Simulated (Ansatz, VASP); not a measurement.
## BaTiO3: VASP beside Ansatz

```xyz
5
Lattice="3.9499 0.0000 0.0000 0.0000 2.8285 2.8387 0.0000 -2.8285 2.8387" Properties=species:S:1:pos:R:3 pbc="T T T"
Ba    0.0000    0.0000    0.0206
Ti    1.9750    0.0000    2.9322
O     1.9750    1.3892    4.1779
O     1.9750   -1.3892    4.1779
O     0.0000    0.0000    2.7705
```

Alike in both runs: task single point; functional PBEsol; k mesh 6 × 6 × 6; occupations gaussian, width 0.02 eV; no spin polarisation.

|  | VASP | Ansatz |
| --- | --- | --- |
| version | VASP 6.6.1 | Ansatz 0.2.0 |
| potentials or method | VASP PAW PBE potentials, release 64 (Ba_sv, Ti_sv, O), cutoff 520 eV | scalar-relativistic, plane waves, PAW |
| valence electrons in the cell | 40 | 40 |

|  | VASP | Ansatz | Ansatz less VASP |
| --- | --- | --- | --- |
| gap on the k mesh at the Fermi level (eV) | 2.09 | 2.14 | +0.058 |
| least direct gap on the mesh (eV) | 2.44 | 2.45 | +0.018 |
| pressure (GPa) | 1.9 | 0.0 | -1.95 |
| rms of the force components (eV/Å) | 0.023 | 0.002 | -0.0212 |

VASP's potentials were made for PBE, not for PBEsol. Atom by atom the forces differ by 0.024 eV/Å (rms over components).

Spin-orbit coupling is off throughout.
